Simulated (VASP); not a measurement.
The system is CaSe.

```xyz
2
Lattice="0.0000 2.9675 2.9675 2.9675 0.0000 2.9675 2.9675 2.9675 0.0000" Properties=species:S:1:pos:R:3 pbc="T T T"
Ca    0.0000    0.0000    0.0000
Se    2.9675    2.9675    2.9675
```

Base run:

```yaml
Program: VASP 6.6.1
Functional: r2SCAN
Potentials_or_basis: VASP PAW PBE potentials, release 64 (Ca_sv, Se)
Cutoff: 520 eV
k_mesh: 6 × 6 × 6
Occupations: gaussian, width 0.01 eV
Spin: no spin polarisation
```

Its results: band gap on the k mesh 2.52 eV, indirect (least direct gap 3.46 eV); pressure 0.2 GPa.

Problem. The run is repeated on the same cell with these changes: functional from r2SCAN to PBE. What comes out?

Solution. Band gap on the k mesh 2.05 eV, indirect (least direct gap 2.97 eV); pressure 0.7 GPa.

r2SCAN gives the wider gap, since meta-GGAs in the generalised Kohn-Sham scheme recover part of the derivative discontinuity.

Caveats: the PAW data sets were made with another functional, which shifts forces and pressure a little (some runs).

A k mesh can miss the band edges.
